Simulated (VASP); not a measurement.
# AlCo4 (Pmmm) in VASP: single point with PBE

Aim: the single point of AlCo4 with PBE.

All numbers are computed with VASP 6.6.1; they aren't measurements. Logs are shortened: lines on timing, memory, paths and dates and some standing lists are left out, and cuts for length are marked.

### Step 1. The cell of the first run

It takes space group Pmmm (No. 47, orthorhombic). Conventional cell: a = 2.404 Å, b = 4.620 Å, c = 6.639 Å, α = 90.00°, β = 90.00°, γ = 90.00°. Within 3.2 Å of Al (site symmetry mmm) lie 2 Al at 2.40 Å and 4 Co at 2.46 Å. Within 3.0 Å of Co (site symmetry m) lie 5 Co at 2.28 to 2.40 Å and 1 Al at 2.46 Å.

The cell was built from a structure type or drawn by symmetry, and may not be a known phase.

### Step 2. Single point, PBE, collinear spin, ferromagnetic start

INCAR

```
SYSTEM = AlCo4
  PREC = Accurate
  ENCUT = 520
  EDIFF = 1E-6
  ISMEAR = 0
  SIGMA = 0.1
  LREAL = .FALSE.
  LASPH = .TRUE.
  NELM = 150
  ALGO = Normal
  ISIF = 2
  LWAVE = .FALSE.
  LCHARG = .FALSE.
  ISPIN = 2
  MAGMOM = 0 1.88 1.88 1.88 1.88
  LORBIT = 11
  LMAXMIX = 4
  GGA = PE
  NBANDS = 32
  KPAR = 4
```

KPOINTS

```
Automatic mesh
0
G
  16 8 6
  0 0 0
```

POSCAR

```
AlCo4
1.0
    2.4036961246      0.0000000000      0.0000000000
    0.0000000000      4.6196575035      0.0000000000
    0.0000000000      0.0000000000      6.6388082272
Al Co
1 4
Direct
    0.0000000000      0.5000000000      0.0000000000
    0.0000000000      0.2465855070      0.6741265495
    0.0000000000      0.7534144930      0.3258734505
    0.0000000000      0.2465855070      0.3258734505
    0.0000000000      0.7534144930      0.6741265495
```

Potentials or basis: VASP PAW PBE potentials, release 64 (Al, Co).

Launch:

```console
$ cat potpaw_PBE.64/Al/POTCAR potpaw_PBE.64/Co/POTCAR > POTCAR
$ mpirun -np 4 vasp_std > vasp.out
```

OUTCAR:

```text
SYSTEM = AlCo4
   PREC = Accurate
   ENCUT = 520
   EDIFF = 1E-6
   ISMEAR = 0
   LREAL = .FALSE.
   LASPH = .TRUE.
   NELM = 150
   ISIF = 2
   ISPIN = 2
   LORBIT = 11
   GGA = PE

 ion  position               nearest neighbor table
   1  0.000  0.500  0.000-   2 2.46   3 2.46   4 2.46   5 2.46
   2  0.000  0.247  0.674-   5 2.28   4 2.31   5 2.34   1 2.46
   3  0.000  0.753  0.326-   4 2.28   5 2.31   4 2.34   1 2.46
   4  0.000  0.247  0.326-   3 2.28   2 2.31   3 2.34   1 2.46
   5  0.000  0.753  0.674-   2 2.28   3 2.31   2 2.34   1 2.46

  LATTYP: Found a simple orthorhombic cell.
 ALAT       =     2.4036961246
 B/A-ratio  =     1.9218974712
 C/A-ratio  =     2.7619165997

  Lattice vectors:

 A1 = (   2.4036961246,   0.0000000000,   0.0000000000)
 A2 = (   0.0000000000,   4.6196575035,   0.0000000000)
 A3 = (   0.0000000000,   0.0000000000,   6.6388082272)

Analysis of symmetry for initial positions (statically):
=====================================================================
 Subroutine PRICEL returns:
 Original cell was already a primitive cell.

 Routine SETGRP: Setting up the symmetry group for a
 simple orthorhombic supercell.

 Subroutine GETGRP returns: Found  8 space group operations
 (whereof  8 operations were pure point group operations)
 out of a pool of  8 trial point group operations.

The static configuration has the point symmetry D_2h.

Analysis of symmetry for dynamics (positions and initial velocities):
=====================================================================
 Subroutine PRICEL returns:
 Original cell was already a primitive cell.

 Routine SETGRP: Setting up the symmetry group for a
 simple orthorhombic supercell.

 Subroutine GETGRP returns: Found  8 space group operations
 (whereof  8 operations were pure point group operations)
 out of a pool of  8 trial point group operations.

The dynamic configuration has the point symmetry D_2h.

Analysis of structural, dynamic, and magnetic symmetry:
=====================================================================
 Subroutine PRICEL returns:
 Original cell was already a primitive cell.

 Routine SETGRP: Setting up the symmetry group for a
 simple orthorhombic supercell.

 Subroutine GETGRP returns: Found  8 space group operations
 (whereof  8 operations were pure point group operations)
 out of a pool of  8 trial point group operations.

The overall configuration has the point symmetry D_2h.

 Subroutine INISYM returns: Found  8 space group operations
 (whereof  8 operations are pure point group operations),
 and found     1 'primitive' translations

----------------------------------------------------------------------------------------

                                     Primitive cell

  volume of cell :      73.7190

  direct lattice vectors                    reciprocal lattice vectors
     2.403696125  0.000000000  0.000000000     0.416025965  0.000000000  0.000000000
     0.000000000  4.619657504  0.000000000     0.000000000  0.216466264  0.000000000
     0.000000000  0.000000000  6.638808227     0.000000000  0.000000000  0.150629445

  length of vectors
     2.403696125  4.619657504  6.638808227     0.416025965  0.216466264  0.150629445

  position of ions in fractional coordinates (direct lattice)
     0.000000000  0.500000000  0.000000000
     0.000000000  0.246585507  0.674126550
     0.000000000  0.753414493  0.325873450
     0.000000000  0.246585507  0.325873450
     0.000000000  0.753414493  0.674126550

  ion indices of the primitive-cell ions
   primitive index   ion index
                 1           1
                 2           2
                 3           3
                 4           4
                 5           5

----------------------------------------------------------------------------------------

 KPOINTS: Automatic mesh

Automatic generation of k-mesh.
 Grid dimensions read from file:
 generate k-points for:   16    8    6

 Generating k-lattice:

  Cartesian coordinates                     Fractional coordinates (reciprocal lattice)
     0.026001623  0.000000000  0.000000000     0.062500000  0.000000000  0.000000000
     0.000000000  0.027058283  0.000000000     0.000000000  0.125000000  0.000000000
     0.000000000  0.000000000  0.025104908     0.000000000  0.000000000  0.166666667

  Length of vectors
     0.026001623  0.027058283  0.025104908

  Shift w.r.t. Gamma in fractional coordinates (k-lattice)
     0.000000000  0.000000000  0.000000000

 Subroutine IBZKPT returns following result:
 ===========================================

 Found    180 irreducible k-points:

 Following reciprocal coordinates:
            Coordinates               Weight
  0.000000  0.000000  0.000000      1.000000
  0.062500  0.000000  0.000000      2.000000
  0.125000  0.000000  0.000000      2.000000
  0.187500  0.000000  0.000000      2.000000
  0.250000  0.000000  0.000000      2.000000
  0.312500  0.000000  0.000000      2.000000
[... 16 lines left out ...]
  0.250000  0.250000  0.000000      4.000000
  0.312500  0.250000  0.000000      4.000000
 [... further k-points ...]
   k-points           NKPTS =    180   k-points in BZ     NKDIM =    180   number of bands    NBANDS=     32
   number of dos      NEDOS =    301   number of ions     NIONS =      5
   total plane-waves  NPLWV =  32400
   dimension x,y,z NGX =    18 NGY =   36 NGZ =   50
   dimension x,y,z NGXF=    36 NGYF=   72 NGZF=  100
   ions per type =               1   4
   NGX,Y,Z   is equivalent  to a cutoff of  12.45, 12.96, 12.52 a.u.
   NGXF,Y,Z  is equivalent  to a cutoff of  24.90, 25.91, 25.04 a.u.
 SYSTEM =  AlCo4
   PREC   = accura    normal or accurate (medium, high low for compatibility)
   ISTART =      0    job   : 0-new  1-cont  2-samecut
   ICHARG =      2    charge: 1-file 2-atom 10-const
   ISPIN  =      2    spin polarized calculation?
   LNONCOLLINEAR =      F non collinear calculations
   LSORBIT =      F    spin-orbit coupling
   LASPH  =      T    aspherical Exc in radial PAW
   ENCUT  =  520.0 eV  38.22 Ry    6.18 a.u.   4.47  8.59 12.34*2*pi/ulx,y,z
   NELM   =    150;   NELMIN=  2; NELMDL= -5     # of ELM steps
   EDIFF  = 0.1E-05   stopping-criterion for ELM
   LREAL  =      F    real-space projection
   EDIFFG = 0.1E-04   stopping-criterion for IOM
   NSW    =      0    number of steps for IOM
   IBRION =     -1    ionic relax: 0-MD 1-quasi-New 2-CG
   NFREE  =      0    steps in history (QN), initial steepest desc. (CG)
   ISIF   =      2    stress and relaxation
   ISYM   =      2    0-nonsym 1-usesym 2-fastsym
   POTIM  = 0.5000    time-step for ionic-motion
   TEBEG  =    0.0;   TEEND  =   0.0 temperature during run
   PSTRESS=    0.0 pullay stress
   NELECT =      39.0000    total number of electrons
   NUPDOWN=      -1.0000    fix difference up-down
   EMIN   =  10.00;   EMAX   =-10.00  energy-range for DOS
   EFERMI =   0.00;   METHOD = LEGACY
   ISMEAR =     0;   SIGMA  =   0.10  broadening in eV -4-tet -1-fermi 0-gaus
   EFERMI_NEDOS =   21; number of points for ismear=-14 and -15
   IALGO  =     38    algorithm
   IMIX   =      4    mixing-type and parameters
     AMIX     =   0.40;   BMIX     =  1.00
     AMIX_MAG =   1.60;   BMIX_MAG =  1.00
  volume/ion in A,a.u.               =      14.74        99.50
  Fermi-wavevector in a.u.,A,eV,Ry     =   1.324046  2.502085 23.852359  1.753099
  Thomas-Fermi vector in A             =   2.453610
   LORBIT       =     11    0 simple, 1 ext, 2 COOP (PROOUT), +10 PAW based schemes
   GGA     = PE    functional components
   LHFCALC =     F    Hartree Fock is set to
   AEXX    =    0.0000 exact exchange contribution
   IVDW    =     0    specifies the selected vdW correction
   LEPSILON=     F    determine dielectric tensor
   LRPA    =     F    only Hartree local field effects (RPA)
 spin polarized calculation
 Gauss-broadening in eV      SIGMA  =   0.10
  energy-cutoff  :      520.00
  volume of cell :       73.72
 maximum number of plane-waves:      2013
 NGX is ok and might be reduce to    18
   NGX =  9   NGY = 17   NGZ = 25

 number of electron      38.9999997 magnetization       6.8030586

 Free energy of the ion-electron system (eV)
  ---------------------------------------------------
  ext. energy  EPLUGINS =         0.00000000
  ---------------------------------------------------
  free energy    TOTEN  =       -28.31249271 eV

  energy without entropy =      -28.27921415  energy(sigma->0) =      -28.29585343

 E-fermi :   7.0705     XC(G=0): -11.2544

 val. band max:        7.0698661595   @ k =   0.2500   0.5000   0.0000
 cond. band min:       7.0707112559   @ k =   0.5000   0.3750   0.1667
 fundamental gap:      0.0008450964
 Fermi energy:         7.0705089057

 spin component 1

 k-point     1 :       0.0000    0.0000    0.0000
  band No.  band energies     occupation
      1      -1.6921      1.00000
      2       1.4112      1.00000
      3       1.4380      1.00000
      4       2.6416      1.00000
      5       3.0180      1.00000
      6       3.2689      1.00000
[... 805 lines left out ...]
     30      15.2177      0.00000
     31      16.8868      0.00000

 [... further k-points ...]

 spin component 2

 k-point     1 :       0.0000    0.0000    0.0000
  band No.  band energies     occupation
      1      -1.6289      1.00000
      2       1.6485      1.00000
      3       1.6665      1.00000
      4       3.8787      1.00000
      5       3.9818      1.00000
      6       4.1689      1.00000
[... 805 lines left out ...]
     30      15.6067      0.00000
     31      17.1574      0.00000

 [... further k-points ...]

 [bands above 31 left out]

------------------------ aborting loop because EDIFF is reached ----------------------------------------

  FORCE on cell =-STRESS in cart. coord.  units (eV):
  Direction    XX          YY          ZZ          XY          YZ          ZX
  --------------------------------------------------------------------------------------
  -------------------------------------------------------------------------------------
  Total       -0.1169639     -0.2704192     -0.1773235     -0.0000000      0.0000000      0.0000000
  in kB       -2.5420425     -5.8771744     -3.8538736     -0.0000000      0.0000000      0.0000000
  external PRESSURE =      -4.0910302 kB  Pullay stress =       0.0000000 kB

 VOLUME and BASIS-vectors are now :
 -----------------------------------------------------------------------------
  energy-cutoff  :      520.00
  volume of cell :       73.72
      direct lattice vectors                 reciprocal lattice vectors
     2.403696125  0.000000000  0.000000000     0.416025965  0.000000000  0.000000000
     0.000000000  4.619657504  0.000000000     0.000000000  0.216466264  0.000000000
     0.000000000  0.000000000  6.638808227     0.000000000  0.000000000  0.150629445

 POSITION                                       TOTAL-FORCE (eV/Angst)
 -----------------------------------------------------------------------------------
      0.00000      2.30983      0.00000        -0.000000      0.000000     -0.000000
      0.00000      1.13914      4.47540        -0.000000     -0.009066     -0.022274
      0.00000      3.48052      2.16341         0.000000      0.009066      0.022274
      0.00000      1.13914      2.16341         0.000000     -0.009066      0.022274
      0.00000      3.48052      4.47540        -0.000000      0.009066     -0.022274
 -----------------------------------------------------------------------------------
    total drift:                                0.000000      0.000000      0.000000

  FREE ENERGIE OF THE ION-ELECTRON SYSTEM (eV)
  ---------------------------------------------------
  free  energy   TOTEN  =       -28.3124927101 eV

  energy  without entropy=      -28.2792141519  energy(sigma->0) =      -28.29585343

 total charge

# of ion       s       p       d       tot
------------------------------------------
    1        0.464   0.382   0.000   0.846
    2        0.488   0.392   7.283   8.164
    3        0.488   0.392   7.283   8.164
    4        0.488   0.392   7.283   8.164
    5        0.488   0.392   7.283   8.164
--------------------------------------------------
tot          2.418   1.950  29.133  33.501

 magnetization (x)

# of ion       s       p       d       tot
------------------------------------------
    1       -0.005  -0.001   0.000  -0.006
    2        0.004  -0.011   1.730   1.723
    3        0.004  -0.011   1.730   1.723
    4        0.004  -0.011   1.730   1.723
    5        0.004  -0.011   1.730   1.723
--------------------------------------------------
tot          0.013  -0.043   6.918   6.888
```

Run time: 3.5 min. Hardware: 4 MPI ranks of AMD EPYC 7R43 (Zen 3), shared host; peak memory 0.61 GiB.

What came out:

```
Free energy                                           : -28.3125 eV
Pressure                                              : -0.4 GPa
Largest force                                         : 0.024 eV/Å
Net moment                                            : 6.80 μB per cell
Site moments                                          : Al -0.01; Co +1.72 μB
Valence electrons inside the program's atomic spheres : Al 0.85; Co 8.16
```

Forces in eV/Å, atoms in the order of the input:
```
Al   0.000  0.000  0.000
Co   0.000 -0.009 -0.022
Co   0.000  0.009  0.022
Co   0.000 -0.009  0.022
Co   0.000  0.009 -0.022
```

Stress tensor (GPa, compression positive):
```
-0.25  0.00  0.00
 0.00 -0.59  0.00
 0.00  0.00 -0.39
```
